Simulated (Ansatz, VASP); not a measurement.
Ta: VASP beside Ansatz

Contents of INCAR:

```
ALGO = Normal
EDIFF = 1E-7
EDIFFG = -0.05
ENCUT = 500
GGA = PS
GGA_COMPAT = F
IBRION = 2
ISIF = 3
ISMEAR = 0
IVDW = 12
LASPH = T
LCHARG = F
LREAL = F
LWAVE = F
NELM = 120
NELMIN = 4
NSW = 100
PREC = Accurate
SIGMA = 0.1
```

File KPOINTS:

```
k-points
0
Gamma
  8 8 8
```

POSCAR

```
Ta
1.0
   -1.6400000000      1.6400000000      1.6400000000
    1.6400000000     -1.6400000000      1.6400000000
    1.6400000000      1.6400000000     -1.6400000000
Ta
1
Direct
    0.0000000000      0.0000000000      0.0000000000
```

Input for Ansatz:

```yaml
crystal:
  lattice:
    - [-1.64, 1.64, 1.64]
    - [1.64, -1.64, 1.64]
    - [1.64, 1.64, -1.64]
  atoms:
    - { symbol: Ta, position: [0.0, 0.0, 0.0] }
basis:
  ecutwfc: 420
kpoints:
  mp_grid: { grid: [8, 8, 8] }
hamiltonian:
  xc: pbesol
  dispersion: d3bj
  pseudopotentials: { kind: paw, azcp: { folder: soft_1 } }
scf:
  occupations: { method: gaussian, width: 0.1 }
output:
  forces: true
  stress: true
  eigenvalues: true
relax:
  adjacent_minimum: "off"
  f_tol: 0.05
  max_steps: 80
  cell: { stress_tol: 0.5 }
```

Alike in both runs: task relaxation of cell and atoms; functional PBEsol; dispersion D3(BJ); k mesh 8 × 8 × 8; occupations gaussian, width 0.1 eV; no spin polarisation.

|  | VASP | Ansatz |
| --- | --- | --- |
| version | VASP 6.6.1 | Ansatz 0.2.0 |
| potentials or method | VASP PAW PBE potentials, release 64 (Ta_pv), cutoff 500 eV | scalar-relativistic, plane waves, PAW |
| valence electrons in the cell | 11 | 13 |

```tsv
	VASP	Ansatz	Ansatz less VASP
gap on the k mesh at the Fermi level, each at its own relaxed structure (eV)	none	none	-
relaxed volume (Å³/atom)	17.02	16.97	-0.053
relaxed cell length with the largest relative difference (Å)	2.807	2.804	-0.0029
```

VASP's potentials were made for PBE, not for PBEsol, and Ansatz warns of the same on its side. A gap of «none» marks a metal or a gap that the smearing closes. VASP's potentials hold 11 valence electrons a cell and Ansatz's 13, so a difference there can come from the potentials and not from the codes.

Spin-orbit coupling is off throughout.
